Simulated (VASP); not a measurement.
WC: relaxation of the atoms with PBE+D3(BJ)

The system is WC, a slab with vacuum.

```
CELL_PARAMETERS angstrom
5.69554 0.00000 0.00000
0.00000 5.59454 0.00000
0.00000 0.00000 17.11040
ATOMIC_POSITIONS crystal
W 0.00000 0.00000 0.05844
W 0.25000 0.00000 0.20258
W 0.00000 0.50000 0.05844
W 0.25000 0.50000 0.20258
W 0.50000 0.00000 0.05844
W 0.75000 0.00000 0.20258
W 0.50000 0.50000 0.05844
W 0.75000 0.50000 0.20258
C 0.50000 0.25000 0.15454
C 0.25000 0.25000 0.29867
C 0.50000 0.75000 0.15454
C 0.25000 0.75000 0.29867
C 0.00000 0.25000 0.15454
C 0.75000 0.25000 0.29867
C 0.00000 0.75000 0.15454
C 0.75000 0.75000 0.29867
```

| Property | Result |
| --- | --- |
| Program | VASP 6.6.1 |
| Task | relaxation of the atoms |
| Functional | PBE |
| Dispersion | D3(BJ) |
| Potentials or basis | VASP PAW PBE potentials, release 64 (W_sv, C) |
| Cutoff | 520 eV |
| k mesh | 3 × 3 × 1 |
| Occupations | fermi-dirac, width 0.05 eV |
| Spin | no spin polarisation |
| Dipole correction | no |
| Atoms held fixed (from 0) | [0, 2, 4, 6] |
| Further INCAR settings | ALGO = Normal; EDIFF = 1e-07; NELMDL = -8; IBRION = 2; EDIFFG = -0.08; NSW = 45 |

```
Energy gained by relaxing  : 121.1 meV/atom
Ionic steps                : 5
Band gap on the k mesh     : zero (bands 72 and 73 overlap by 0.32 eV)
Dispersion energy per atom : -0.275 eV
```

Step by step:
```csv
step,energy change (eV),largest force on free atoms (eV/Å),pressure (GPa)
1,0.0000,3.6807,-1.83
2,-1.9237,0.4100,-0.88
3,-1.9359,0.1003,-1.06
4,-1.9355,0.1154,-1.11
5,-1.9371,0.0792,-1.08
```

Final structure:
```
CELL_PARAMETERS angstrom
5.69554 0.00000 0.00000
0.00000 5.59454 0.00000
0.00000 0.00000 17.11040
ATOMIC_POSITIONS crystal
W 0.00000 0.00000 0.05844
W 0.25000 0.00000 0.21202
W 0.00000 0.50000 0.05844
W 0.25000 0.50000 0.21202
W 0.50000 0.00000 0.05844
W 0.75000 0.00000 0.21202
W 0.50000 0.50000 0.05844
W 0.75000 0.50000 0.21202
C 0.50000 0.25000 0.15146
C 0.25000 0.25000 0.29383
C 0.50000 0.75000 0.15146
C 0.25000 0.75000 0.29383
C 0.00000 0.25000 0.15146
C 0.75000 0.25000 0.29383
C 0.00000 0.75000 0.15146
C 0.75000 0.75000 0.29383
```

Levels at points of the mesh, in eV from the Fermi level:
| k point | band 69 | band 70 | band 71 | band 72 | band 73 | band 74 |
| --- | --- | --- | --- | --- | --- | --- |
| (0.00, 0.00, 0.00) | -0.62 | -0.34 | -0.14 | 0.30 | 0.36 | 0.89 |

Run time: 8.7 min on 4 MPI ranks on AMD EPYC 7R43 64-Core Processor (Zen 3) (shared host), peak memory 0.37 GiB a rank.

Caveat: the k points lie up to 0.37 Å⁻¹ apart; spin-orbit coupling is left out, which moves the levels of the heavy elements.
